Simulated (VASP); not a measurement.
Set up this calculation in VASP 6.6.1, as the native input.

```yaml
Task: single point
Functional: PBE
Dispersion: D3(BJ)
Potentials_or_basis: VASP PAW PBE potentials, release 64 (C, H)
Cutoff: 520 eV
k_mesh: 1 × 1 × 1
Occupations: fermi-dirac, width 0.02 eV
Spin: no spin polarisation
Dipole_correction: no
Further_INCAR_settings: LREAL = Auto; ALGO = Normal; EDIFF = 1e-06; NBANDS = 45
```

The structure of H4C lies in POSCAR:

```
H4C
1.0
    7.2304270000      0.0000000000      0.0000000000
    0.0000000000      7.2304270000      0.0000000000
    0.0000000000      0.0000000000      7.2304270000
C H
6 24
Direct
    0.8496942688      0.7830918143      0.6579520493
    0.4568219864      0.1987371805      0.7218342717
    0.9707389256      0.2660656254      0.5554786045
    0.1163719648      0.0568217001      0.0835246022
    0.4433233559      0.6672994869      0.9905975938
    0.8996289094      0.5859534483      0.1720914292
    0.7884221079      0.8382513301      0.7846213333
    1.0006919270      0.7959222099      0.6660563779
    0.7989375291      0.8616533896      0.5390172711
    0.8117762578      0.6377031978      0.6426853709
    0.5132414262      0.2452645001      0.8555355940
    0.5303381945      0.0737399729      0.6755707067
    0.4742965746      0.3087949230      0.6182930965
    0.3097185362      0.1683793952      0.7383173423
    1.0552535723      0.3888859688      0.5876738540
    0.9152026320      0.2056204549      0.6839308150
    1.0565582470      0.1632846455      0.4849205109
    0.8562466567      0.3057024508      0.4637080391
    0.1899860386      0.1887148927      0.0961322956
    0.1040663435     -0.0074881680      0.2200367690
    0.1932571663     -0.0362304301     -0.0082883865
   -0.0223854974      0.0813050039      0.0263009849
    0.4873807879      0.7972800384      0.9253094590
    0.3089468304      0.6260663672      0.9346495263
    0.4311238801      0.6878655573      1.1402400735
    0.5462171258      0.5596836773      0.9622444055
    0.8866418342      0.7352052838      0.1515925367
    0.7786811266      0.5353252861      0.2472803297
    1.0244289611      0.5557608509      0.2518298660
    0.9075323306      0.5170790464      0.0371170780
```

The input as run:

INCAR

```
ALGO     = Normal         # electronic algorithm
EDIFF    = 1E-6           # SCF threshold, eV
ENCUT    = 520            # plane-wave cutoff, eV
GGA      = PE             # functional
ISIF     = 2              # what is computed and relaxed
ISMEAR   = -1             # smearing method
IVDW     = 12             # dispersion correction
LASPH    = T              # aspherical terms in the spheres
LCHARG   = F              # write CHGCAR
LREAL    = Auto         
LWAVE    = F              # write WAVECAR
NBANDS   = 45             # bands
NELM     = 100            # most SCF steps
PREC     = Accurate       # precision mode
SIGMA    = 0.02           # smearing width, eV
```

KPOINTS

```
k-points
0
Gamma
  1 1 1
```

Potentials or basis: VASP PAW PBE potentials, release 64 (C, H).

The run is started by

```console
$ cat potpaw_PBE.64/C/POTCAR potpaw_PBE.64/H/POTCAR > POTCAR
$ mpirun -np 1 vasp_gam > vasp.out
```

It gave:

- Pressure: -0.2 GPa
- Largest force: 0.266 eV/Å
- Band gap on the k mesh: 7.23 eV
- Dispersion energy per atom: -0.027 eV

Caveat: the k points lie up to 0.87 Å⁻¹ apart.

It took 23 s on 1 thread of Intel(R) Xeon(R) 6975P-C (Granite Rapids), with other jobs on the host, peak memory 0.33 GiB.
